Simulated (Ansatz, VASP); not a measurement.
**Two plane-wave programs on ZnCd2Te2S**

The input INCAR:

```
SYSTEM = ZnCd2Te2S
PREC = Accurate ; ENCUT = 600
EDIFF = 1E-6 ; ISMEAR = 0
SIGMA = 0.1 ; LREAL = .FALSE.
LASPH = .TRUE. ; NELM = 80
ALGO = Normal ; ISIF = 3
LWAVE = .FALSE. ; LCHARG = .FALSE.
GGA = PE ; IBRION = 2
NSW = 90 ; EDIFFG = -0.04
```

The input KPOINTS:

```
Automatic mesh
0
G
  6 4 2
  0 0 0
```

File POSCAR:

```
ZnCd2Te2S
1.0
    3.6518248963      0.0000000000      0.0000000000
    0.0000000000      4.1864105741      0.0000000000
    0.0000000000      0.0000000000     10.6184863242
Zn Cd Te S
1 2 2 1
Direct
    0.5000000000      0.5000000000      0.1324825854
    0.5000000000      0.5000000000      0.8283861266
    0.5000000000      0.0000000000      0.4677146875
    0.0000000000      0.0000000000      0.0222970178
    0.0000000000      0.5000000000      0.3484087236
    0.5000000000      0.0000000000      0.7007108590
```

Input for Ansatz:

```yaml
crystal:
  lattice:
    - [3.6518248963, 0.0, 0.0]
    - [0.0, 4.1864105741, 0.0]
    - [0.0, 0.0, 10.6184863242]
  atoms:
    - { symbol: Zn, position: [0.5, 0.5, 0.1324825854] }
    - { symbol: Cd, position: [0.5, 0.5, 0.8283861266] }
    - { symbol: Cd, position: [0.5, 0.0, 0.4677146875] }
    - { symbol: Te, position: [0.0, 0.0, 0.0222970178] }
    - { symbol: Te, position: [0.0, 0.5, 0.3484087236] }
    - { symbol: S, position: [0.5, 0.0, 0.700710859] }
basis:
  ecutwfc: 420
kpoints:
  mp_grid: { grid: [6, 4, 2] }
hamiltonian:
  xc: pbe
scf:
  occupations: { method: gaussian, width: 0.1 }
  lower_state_search: "off"
output:
  forces: true
  stress: true
  eigenvalues: true
relax:
  adjacent_minimum: "off"
  f_tol: 0.04
  max_steps: 70
  cell: { stress_tol: 0.4 }
```

Change from the starting cell: species swapped into the Dy2ZnCuSi2 type (Pmm2, No. 25).

Alike in both runs: task relaxation of cell and atoms; functional PBE; k mesh 6 × 4 × 2; occupations gaussian, width 0.1 eV; no spin polarisation.

```csv
,VASP,Ansatz
version,VASP 6.6.1,Ansatz 0.2.0
potentials or method,"VASP PAW PBE potentials, release 64 (Zn, Cd, Te, S), cutoff 600 eV","scalar-relativistic, plane waves, PAW"
valence electrons in the cell,54,90
```

Ansatz gave:

| Property | Result |
| --- | --- |
| gap on the k mesh at the Fermi level, each at its own relaxed structure (eV) | none |
| relaxed volume (Å³/atom) | 27.09 |
| relaxed length of the cell vector where the two differ most in proportion (Å) | 10.522 |

What did VASP give for the same quantities?

gap on the k mesh at the Fermi level, each at its own relaxed structure (eV): none; relaxed volume (Å³/atom): 27.04; relaxed length of the cell vector where the two differ most in proportion (Å): 10.499.

A gap of «none» marks a metal or a gap that the smearing closes. VASP's potentials hold 54 valence electrons a cell and Ansatz's 90, so a difference there can come from the potentials and not from the codes.

The k mesh is coarse, so the values compare programs but aren't converged. Spin-orbit coupling is off throughout.
